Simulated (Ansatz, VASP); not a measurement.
# One calculation of Cu, two programs

INCAR

```
PREC = Accurate
ENCUT = 520
EDIFF = 1E-6
ISMEAR = -1
SIGMA = 0.1
LREAL = F
LASPH = T
NELM = 60
ALGO = Normal
ISIF = 2
LWAVE = F
LCHARG = F
GGA = RP
NBANDS = 12
```

The input KPOINTS:

```
Automatic mesh
0
Gamma
  24 24 24
```

The input POSCAR:

```
Cu
1.0
    0.0000000000      1.8604329614      1.8604329614
    1.8604329614      0.0000000000      1.8604329614
    1.8604329614      1.8604329614      0.0000000000
Cu
1
Direct
    0.0000000000      0.0000000000      0.0000000000
```

Input for Ansatz:

```yaml
crystal:
  lattice:
    - [0.0, 1.8604329614, 1.8604329614]
    - [1.8604329614, 0.0, 1.8604329614]
    - [1.8604329614, 1.8604329614, 0.0]
  atoms:
    - { symbol: Cu, position: [0.0, 0.0, 0.0] }
hamiltonian:
  xc: rpbe
  pseudopotentials:
    kind: paw
    azcp:
      Cu: "pseudopotentials/Cu.paw.azcp"
basis:
  ecutwfc: 420
  fft_grid_basis: typed
kpoints:
  mp_grid: { grid: [24, 24, 24], shift: [0, 0, 0] }
magnetization:
  spin_polarized: false
scf:
  occupations: { method: fermi_dirac, width: 0.1 }
output:
  stress: true
```

Alike in both runs: task single point; functional RPBE; k mesh 24 × 24 × 24; occupations fermi-dirac, width 0.1 eV; no spin polarisation.

```csv
,VASP,Ansatz
version,VASP 6.6.1,Ansatz 0.2.0
potentials or method,"VASP PAW PBE potentials, release 64 (Cu), cutoff 520 eV","plane waves (420 eV) with PAW, scalar-relativistic"
valence electrons in the cell,11,19
```

|  | VASP | Ansatz | Ansatz less VASP |
| --- | --- | --- | --- |
| pressure (GPa) | -3.8 | -4.3 | -0.53 |

VASP's potentials were made for PBE, not for RPBE. VASP's potentials hold 11 valence electrons a cell and Ansatz's 19, so a difference there can come from the potentials and not from the codes.
